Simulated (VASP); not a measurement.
Crystal: Tb4WO.

```
Tb W O
1.0
     3.47201    0.00000    0.00000
     0.00000    3.47201    0.00000
     0.00000    0.00000   10.12714
Tb W O
4 1 1
Cartesian
  1.7360 1.7360 2.4642
  0.0000 0.0000 7.5354
  1.7360 1.7360 9.2993
  0.0000 0.0000 0.7648
  1.7360 1.7360 6.5494
  0.0000 0.0000 3.7683
```

The cell was generated, and may not be a known phase.

```yaml
Program: VASP 6.6.1
Task: relaxation of cell and atoms
Functional: PBE
Potentials_or_basis: VASP PAW PBE potentials, release 64 (Tb_3, W_sv, O), 4f in core
Cutoff: 600 eV
k_mesh: 5 × 5 × 2
Occupations: gaussian, width 0.2 eV
Spin: no spin polarisation
```

At the start: pressure 19.9 GPa; volume 20.35 Å³/atom.

How do energy, volume and symmetry change on relaxing?

Over 18 steps the energy falls by 1221.8 meV/atom and the volume is 24.70 Å³/atom (+21.4 %); space group P4mm (No. 99, to 0.1 Å) before and after.

The path:
| step | energy change (eV) | largest force (eV/Å) | pressure (GPa) | volume (Å³) |
| --- | --- | --- | --- | --- |
| 1 | 0.0000 | 6.9993 | 19.94 | 122.08 |
| 2 | -3.5059 | 2.7069 | -6.16 | 172.48 |
| 3 | -3.5722 | 3.2003 | -4.07 | 164.34 |
| 4 | -4.8662 | 2.4602 | -3.35 | 158.30 |
| 5 | -6.6138 | 1.5674 | 1.87 | 144.08 |
| 6 | -6.6429 | 2.1030 | 3.86 | 141.09 |
| 7 | -6.7714 | 2.4729 | -0.53 | 153.50 |
| 8 | -6.9119 | 1.2772 | 0.49 | 148.33 |
| 9 | -7.1128 | 0.7624 | -0.96 | 150.20 |
| 10 | -7.1722 | 0.8750 | -2.16 | 151.98 |
| 11 | -7.2479 | 0.3330 | 1.04 | 145.15 |
| 12 | -7.2500 | 0.3801 | 0.57 | 146.06 |
| 13 | -7.2839 | 0.2823 | 0.41 | 146.69 |
| 14 | -7.3214 | 0.2686 | 0.17 | 148.26 |
| 15 | -7.3280 | 0.1019 | -0.47 | 149.30 |
| 16 | -7.3281 | 0.1030 | -0.44 | 149.25 |
| 17 | -7.3295 | 0.1088 | 0.32 | 147.55 |
| 18 | -7.3307 | 0.0532 | 0.01 | 148.23 |

Final structure:
```xyz
6
Lattice="3.6448 0.0000 0.0000 0.0000 3.6448 0.0000 0.0000 0.0000 11.1581" Properties=species:S:1:pos:R:3 pbc="T T T"
Tb    1.8224    1.8224    3.9882
Tb    0.0000    0.0000    7.8154
Tb    1.8224    1.8224   10.0462
Tb    0.0000    0.0000    1.3186
W     1.8224    1.8224    6.8015
O     0.0000    0.0000    3.5043
```

Caveat: the k points lie up to 0.34 Å⁻¹ apart in the final cell; the volume moved by over 15 % at a fixed basis, so the end points are rough; the run has no spin polarisation, though such a crystal can be magnetic; the relaxation stopped at a loose force limit of 0.08 eV/Å, so its end isn't a converged minimum.
